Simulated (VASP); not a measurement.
Write the native input for VASP 6.6.1 that does the following.

- Task: single point
- Functional: PBEsol
- Potentials or basis: VASP PAW PBE potentials, release 64 (W_sv)
- Cutoff: 520 eV
- k mesh: 16 × 16 × 12
- Occupations: gaussian, width 0.15 eV
- Spin: no spin polarisation
- Dipole correction: no
- Further INCAR settings: ALGO = Fast; EDIFF = 1e-06; NBANDS = 21

The structure of W lies in POSCAR:

```
W
1.0
    0.0000000000     -1.9991269216     -1.9991269216
    0.0000000000      1.9991269216     -1.9991269216
    3.9982538432      0.0000000000      0.0000000000
W
2
Direct
    0.5000000000      0.5000000000      0.4931970302
    0.0000000000      0.0000000000      0.0068029698
```

This cell differs from its parent crystal: mode 4 frozen in at +0.000 Å and mode 6 at -0.027 Å (largest displacements).

The input as run:

INCAR

```
SYSTEM = W
PREC = Accurate ; ENCUT = 520
EDIFF = 1E-6 ; ISMEAR = 0
SIGMA = 0.15 ; LREAL = .False.
LASPH = .True. ; NELM = 60
ALGO = Fast ; ISIF = 2
LWAVE = .False. ; LCHARG = .True.
GGA = PS ; LELF = .True.
LVHAR = .True. ; NBANDS = 21
```

KPOINTS

```
regular mesh
0
Gamma
  16 16 12
  0 0 0
```

Potentials or basis: VASP PAW PBE potentials, release 64 (W_sv).

The run is started by

```bash
$ cat potpaw_PBE.64/W_sv/POTCAR > POTCAR
$ mpirun -np 1 vasp_std > vasp.out
```

Results of the run:

The pressure is 1.0 GPa and the largest force is 0.862 eV/Å. The band gap on the k mesh is zero (band 14 reaches 13.91 eV, above the bottom of band 15 at 10.30 eV).

Caveat: the cell differs from its parent crystal (mode 4 frozen in at +0.000 Å and mode 6 at -0.027 Å (largest displacements)); the PAW data sets were made with another functional, which shifts forces and pressure a little; spin-orbit coupling is left out, which moves the levels of the heavy elements.

Run time: 62 s on 1 thread of Intel(R) Xeon(R) 6975P-C (Granite Rapids), on a shared host, peak memory 0.27 GiB.
